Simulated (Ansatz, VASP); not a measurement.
# Two plane-wave programs on BaTiO3

```
Ba Ti O
1.0
    -3.99892    0.00000    0.00000
     0.00000   -2.84760    2.85638
     0.00000    5.69520    5.71277
Ba Ti O
2 2 6
Direct
  0.00000 0.00000 0.00000
  0.00000 0.00000 0.50000
  0.50000 0.50790 0.25395
  0.50000 0.50790 0.75395
  0.00000 0.49210 0.24605
  0.00000 0.49210 0.74605
  0.50000 0.99371 0.25126
  0.50000 0.99371 0.75126
  0.50000 0.50251 0.49685
  0.50000 0.50251 0.99686
```

Alike in both runs: task single point; functional r2SCAN; k mesh 7 × 6 × 3; occupations fermi-dirac, width 0.0895 eV; no spin polarisation.

|  | VASP | Ansatz |
| --- | --- | --- |
| version | VASP 6.6.1 | Ansatz 0.2.0 |
| potentials or method | VASP PAW PBE potentials, release 64 (Ba_sv, Ti_sv, O), cutoff 520 eV | PAW plane waves |
| valence electrons in the cell | 80 | 80 |

Ansatz gave:

| Quantity | Value |
| --- | --- |
| pressure (GPa) | -3.2 |
| traceless stress, the component that is largest in VASP (GPa) | -0.70 |
| rms of the force components (eV/Å) | 0.120 |

Q: Estimate VASP's values.

A: Pressure (GPa): -1.3; traceless stress, the component that is largest in VASP (GPa): -0.71; rms of the force components (eV/Å): 0.103.

VASP's potentials were made for PBE, not for r2SCAN. Atom by atom the forces differ by 0.022 eV/Å (rms over components). With one functional, cell and mesh, what is left measures potentials, basis and numerics.

Spin-orbit coupling is off throughout.
